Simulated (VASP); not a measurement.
Wanted: the native input for a VASP 6.6.1 run.

```
Task                   : single point
Functional             : PBE
Potentials or basis    : VASP PAW PBE potentials, release 64 (Ti_sv, C)
Cutoff                 : 520 eV
k mesh                 : 15 × 15 × 15
Occupations            : fermi-dirac, width 0.05 eV
Spin                   : no spin polarisation
Dipole correction      : no
Further INCAR settings : ALGO = Normal; EDIFF = 1e-06; NBANDS = 15
```

The structure of TiC (rocksalt type) lies in POSCAR:

```
TiC
1.0
    0.0000000000      1.7749225569      1.7749225569
    1.7749225569      0.0000000000      1.7749225569
    1.7749225569      1.7749225569      0.0000000000
Ti C
1 1
Direct
    0.0000000000      0.0000000000      0.0000000000
    0.5000000000      0.5000000000      0.5000000000
```

This cell differs from its parent crystal: volume scaled by 0.55.

These files were run (other wordings do the same):

INCAR

```
ALGO = Normal ; EDIFF = 1E-6
ENCUT = 520 ; GGA = PE
ISIF = 2 ; ISMEAR = -1
LASPH = True ; LCHARG = False
LREAL = False ; LWAVE = False
NBANDS = 15 ; NELM = 60
PREC = Accurate ; SIGMA = 0.05
```

KPOINTS

```
k-points
0
Gamma
  15 15 15
```

Potentials or basis: VASP PAW PBE potentials, release 64 (Ti_sv, C).

The run is started by

```sh
$ cat potpaw_PBE.64/Ti_sv/POTCAR potpaw_PBE.64/C/POTCAR > POTCAR
$ mpirun -np 1 vasp_std > vasp.out
```

Results of the run:

```json
{
  "Pressure": "467.8 GPa",
  "Band gap on the k mesh": "zero (band 8 reaches 19.41 eV, above the bottom of band 9 at 17.59 eV)"
}
```

Wall time 43 s on 1 thread of AMD EPYC 7R43 64-Core Processor (Zen 3), with other jobs on the host, peak memory 0.11 GiB.
